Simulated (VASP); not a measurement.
Here is a VASP 6.6.1 calculation.

The input INCAR:

```
SYSTEM = C
PREC = Accurate
ENCUT = 520
EDIFF = 1E-6
ISMEAR = 0
SIGMA = 0.1
LREAL = .False.
LASPH = .True.
NELM = 100
ALGO = Normal
ISIF = 2
LWAVE = .False.
LCHARG = .False.
GGA = PE
NBANDS = 26
```

File KPOINTS:

```
Automatic mesh
0
Gamma
  6 6 6
  0 0 0
```

File POSCAR:

```
C
1.0
   -2.4683138478      2.4683138478      2.4877391965
    2.4683138478     -2.4683138478      2.4877391965
    2.4683138478      2.4683138478     -2.4877391965
C
8
Direct
    0.5889064086      0.4110935914      0.5000000000
    0.1610935914      0.1610935914      0.3221871828
    0.8389064086      0.8389064086      0.6778128172
    0.9110935914      0.0889064086      0.5000000000
    0.1610935914      0.8389064086      0.0000000000
    0.5889064086      0.0889064086      0.1778128172
    0.9110935914      0.4110935914      0.8221871828
    0.8389064086      0.1610935914      0.0000000000
```

Potentials or basis: VASP PAW PBE potentials, release 64 (C).

Run with:

```sh
$ cat potpaw_PBE.64/C/POTCAR > POTCAR
$ mpirun -np 1 vasp_std > vasp.out
```

Estimate the band gap on the k mesh.

3.29 eV (least direct gap 3.56 eV).

What does it give for the pressure?

0.5 GPa.

What does it give for the largest force?

0.022 eV/Å.

Forces in eV/Å, atoms in the order of the input:
```
C    0.016 -0.016  0.000
C    0.016  0.016  0.000
C   -0.016 -0.016  0.000
C   -0.016  0.016  0.000
C   -0.016  0.016  0.000
C   -0.016 -0.016  0.000
C    0.016  0.016  0.000
C    0.016 -0.016  0.000
```

A k mesh can miss the band edges.
